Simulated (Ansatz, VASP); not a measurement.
## TaRh3: VASP beside Ansatz

```
Ta Rh
1.0
     3.86000    0.00000    0.00000
     0.00000    3.86000    0.00000
     0.00000    0.00000    3.86000
Ta Rh
1 3
Direct
  0.00000 0.00000 0.00000
  0.00000 0.50000 0.50000
  0.50000 0.00000 0.50000
  0.50000 0.50000 0.00000
```

Alike in both runs: task single point; functional LDA; k mesh 7 × 7 × 7; no spin polarisation.

```csv
,VASP,Ansatz
version,VASP 6.6.1,Ansatz 0.2.0
potentials or method,"VASP PAW LDA potentials, release 64 (Ta_pv, Rh_pv), cutoff 520 eV",all-electron (LAPW or listed datasets)
occupations,"methfessel-paxton of order 1, width 0.1 eV",methfessel-paxton of order 1
```

VASP gave:

| Quantity | Value |
| --- | --- |
| gap on the k mesh at the Fermi level (eV) | none |
| pressure (GPa) | -8.1 |

Problem. What did Ansatz give for the same quantities?

Solution. gap on the k mesh at the Fermi level (eV): none; pressure (GPa): -9.0.

LDA's correlation is that of Perdew and Zunger in VASP and of Perdew and Wang (1992) in Ansatz. A gap of «none» marks a metal or a gap that the smearing closes. Ansatz ran all-electron here, and VASP with PAW potentials.

Spin-orbit coupling is off throughout.
